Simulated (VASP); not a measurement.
Wanted: the native input for a VASP 6.6.1 run.

- Task: single point
- Functional: PBE
- Potentials or basis: VASP PAW PBE potentials, release 64 (Tl_d)
- Cutoff: 520 eV
- k mesh: 18 × 18 × 10
- Occupations: gaussian, width 0.15 eV
- Spin: no spin polarisation
- Dipole correction: no
- Further INCAR settings: ALGO = Fast; EDIFF = 1e-07; NBANDS = 20

The structure of Tl lies in POSCAR:

```
Tl
1.0
    3.5942382908      0.0000000000      0.0000000000
   -1.7971191454      3.1127016671      0.0000000000
    0.0000000000      0.0000000000      5.5250000000
Tl
2
Direct
    0.3333333333      0.6666666667      0.2500000000
    0.6666666667      0.3333333333      0.7500000000
```

This cell differs from its parent crystal: strain +0.040 along x and y, +0.000 along z.

These files were run (other wordings do the same):

INCAR

```
SYSTEM = Tl
  PREC = Accurate
  ENCUT = 520
  EDIFF = 1E-7
  ISMEAR = 0
  SIGMA = 0.15
  LREAL = .FALSE.
  LASPH = .TRUE.
  NELM = 80
  ALGO = Fast
  ISIF = 2
  LWAVE = .FALSE.
  LCHARG = .FALSE.
  GGA = PE
  NBANDS = 20
```

KPOINTS

```
Automatic mesh
0
G
  18 18 10
  0 0 0
```

Potentials or basis: VASP PAW PBE potentials, release 64 (Tl_d).

Launch:

```bash
$ cat potpaw_PBE.64/Tl_d/POTCAR > POTCAR
$ mpirun -np 1 vasp_std > vasp.out
```

Results of the run:

- Pressure: 0.5 GPa
- Band gap on the k mesh: zero (bands 13 and 14 overlap by 5.67 eV)

Caveat: the cell differs from its parent crystal (strain +0.040 along x and y, +0.000 along z); spin-orbit coupling is left out, which moves the levels of the heavy elements.

Wall time 2.9 min on 1 thread of AMD EPYC 7R13 Processor (Zen 3) (shared host), peak memory 0.31 GiB.
